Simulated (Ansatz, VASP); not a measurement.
**Two plane-wave programs on SnSe**

File POSCAR:

```
SnSe
1.0
    0.0000000000      3.0100000000      3.0100000000
    3.0100000000      0.0000000000      3.0100000000
    3.0100000000      3.0100000000      0.0000000000
Sn Se
1 1
Direct
   -0.0166112957     -0.0166112957     -0.0068806240
    0.5000000000      0.5000000000      0.5000000000
```

INCAR.step1

```
PREC = Accurate ; ENCUT = 520
ISMEAR = 0 ; SIGMA = 0.05
LREAL = F ; LASPH = T
NELM = 60 ; NBANDS = 17
GGA = PE ; ALGO = Normal
EDIFF = 1E-4 ; LWAVE = T
LCHARG = F
```

File INCAR.step2:

```
PREC = Accurate ; ENCUT = 520
EDIFF = 1E-7 ; ISMEAR = 0
SIGMA = 0.05 ; LREAL = F
LASPH = T ; NELM = 60
ALGO = Normal ; ISIF = 2
LWAVE = F ; LCHARG = F
METAGGA = R2SCAN ; LMIXTAU = T
NBANDS = 17 ; ISTART = 1
```

The input KPOINTS:

```
regular mesh
0
Gamma
  10 10 10
```

Input for Ansatz:

```yaml
crystal:
  lattice:
    - [0.0, 3.01, 3.01]
    - [3.01, 0.0, 3.01]
    - [3.01, 3.01, 0.0]
  atoms:
    - { symbol: Sn, position: [-0.0166112957, -0.0166112957, -0.006880624] }
    - { symbol: Se, position: [0.5, 0.5, 0.5] }
basis:
  ecutwfc: 500
kpoints:
  mp_grid: { grid: [10, 10, 10] }
hamiltonian:
  xc: r2scan
scf:
  occupations: { method: gaussian, width: 0.05 }
output:
  forces: true
  stress: true
  eigenvalues: true
```

Alike in both runs: task single point; functional r2SCAN; k mesh 10 × 10 × 10; occupations gaussian, width 0.05 eV; no spin polarisation.

```csv
,VASP,Ansatz
version,VASP 6.6.1,Ansatz 0.2.0
potentials or method,"VASP PAW PBE potentials, release 64 (Sn_d, Se), cutoff 520 eV","scalar-relativistic, plane waves, PAW"
valence electrons in the cell,20,30
```

|  | VASP | Ansatz | Ansatz less VASP |
| --- | --- | --- | --- |
| gap on the k mesh at the Fermi level (eV) | 0.41 | 0.41 | -0.002 |
| least direct gap on the mesh (eV) | 0.41 | 0.41 | -0.002 |
| pressure (GPa) | 0.3 | 0.3 | 0.00 |
| traceless stress, the component that is largest in VASP (GPa) | 0.13 | 0.13 | +0.002 |
| rms of the force components (eV/Å) | 0.008 | 0.012 | +0.0034 |

VASP's potentials were made for PBE, not for r2SCAN. Atom by atom the forces differ by 0.003 eV/Å (rms over components). The functional is the same, so the differences come from potentials, cutoffs and numerics. VASP's potentials hold 20 valence electrons a cell and Ansatz's 30, so a difference there can come from the potentials and not from the codes.
